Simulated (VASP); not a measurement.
Runs of VASP 6.6.1 on Ti. The structure is that of space group Im-3m (No. 229), or close to it. The cells are those of the table. 

```csv
cell,further INCAR settings,gap on the mesh (eV),pressure (GPa)
"a = 2.757 Å, angles 108.8, 110.8, 108.8°, 1 atom",ALGO = Fast; EDIFF = 1e-06; NBANDS = 12,none,2.8
"a = 2.804 Å, angles 110.1, 108.1, 110.1°, 1 atom",ALGO = Fast; EDIFF = 1e-06; NBANDS = 12,none,-2.9
"a = 2.735 Å, angles 108.1, 112.2, 108.1°, 1 atom",ALGO = Fast; EDIFF = 1e-06; NBANDS = 12,none,6.1
"a = 2.827 Å, angles 110.8, 106.8, 110.8°, 1 atom",ALGO = Fast; EDIFF = 1e-07; NBANDS = 12,none,(a)
```

Alike in all rows: task single point; level PBEsol; potentials or basis VASP PAW PBE potentials, release 64 (Ti_sv); no spin polarisation; k mesh 26 × 26 × 26; cutoff (eV) 520; smearing gaussian 0.15 eV.

Task: Fill in the values left out.

Result: (a) -5.2.

Caveats: the PAW data sets were made with another functional, which shifts forces and pressure a little; the cell stands under pressure (at least some runs); the cell stands under tension (at least some runs).

A gap of «none» marks levels without a gap at the run's occupations.
